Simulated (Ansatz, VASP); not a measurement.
One calculation of AlIn2N3, two programs

Contents of INCAR:

```
SYSTEM = AlIn2N3
ALGO = Normal ; EDIFF = 1E-6
ENCUT = 520 ; GGA = PE
ISIF = 2 ; ISMEAR = 0
LASPH = .TRUE. ; LCHARG = .FALSE.
LREAL = .FALSE. ; LWAVE = .FALSE.
NBANDS = 31 ; NELM = 100
PREC = Accurate ; SIGMA = 0.1
```

File KPOINTS:

```
k-points
0
G
  6 6 6
  0 0 0
```

File POSCAR:

```
AlIn2N3
1.0
    2.4210320400      1.3977835000      4.8321350000
   -2.4210320400      1.3977835000      4.8321350000
    0.0000000000     -2.7955670000      4.8321350000
Al In N
1 2 3
Direct
    0.8880496400      0.8880496400      0.8880496400
    0.3270894900      0.3270894900      0.3270894900
    0.6455317300      0.6455317300      0.6455317300
    0.9761921900      0.5253574800      0.9761921900
    0.9761921900      0.9761921900      0.5253574800
    0.5253574800      0.9761921900      0.9761921900
```

Input for Ansatz:

```yaml
crystal:
  lattice:
    - [2.42103204, 1.3977835, 4.832135]
    - [-2.42103204, 1.3977835, 4.832135]
    - [0.0, -2.795567, 4.832135]
  atoms:
    - { symbol: Al, position: [0.88804964, 0.88804964, 0.88804964] }
    - { symbol: In, position: [0.32708949, 0.32708949, 0.32708949] }
    - { symbol: In, position: [0.64553173, 0.64553173, 0.64553173] }
    - { symbol: "N", position: [0.97619219, 0.52535748, 0.97619219] }
    - { symbol: "N", position: [0.97619219, 0.97619219, 0.52535748] }
    - { symbol: "N", position: [0.52535748, 0.97619219, 0.97619219] }
basis:
  ecutwfc: 420
kpoints:
  mp_grid: { grid: [6, 6, 6] }
hamiltonian:
  xc: pbe
scf:
  occupations: { method: gaussian, width: 0.1 }
  lower_state_search: "off"
output:
  forces: true
  stress: true
  eigenvalues: true
```

Alike in both runs: task single point; functional PBE; k mesh 6 × 6 × 6; occupations gaussian, width 0.1 eV; no spin polarisation.

|  | VASP | Ansatz |
| --- | --- | --- |
| version | VASP 6.6.1 | Ansatz 0.2.0 |
| potentials or method | VASP PAW PBE potentials, release 64 (Al, In_d, N), cutoff 520 eV | scalar-relativistic, plane waves, PAW |
| valence electrons in the cell | 44 | 44 |

|  | VASP | Ansatz | Ansatz less VASP |
| --- | --- | --- | --- |
| gap on the k mesh at the Fermi level (eV) | none | none | - |
| pressure (GPa) | 26.4 | 26.1 | -0.29 |
| traceless stress, the component that is largest in VASP (GPa) | -4.55 | -4.50 | +0.049 |
| rms of the force components (eV/Å) | 5.858 | 5.778 | -0.0796 |

Atom by atom the forces differ by 0.081 eV/Å (rms over components). A gap of «none» marks a metal or a gap that the smearing closes.
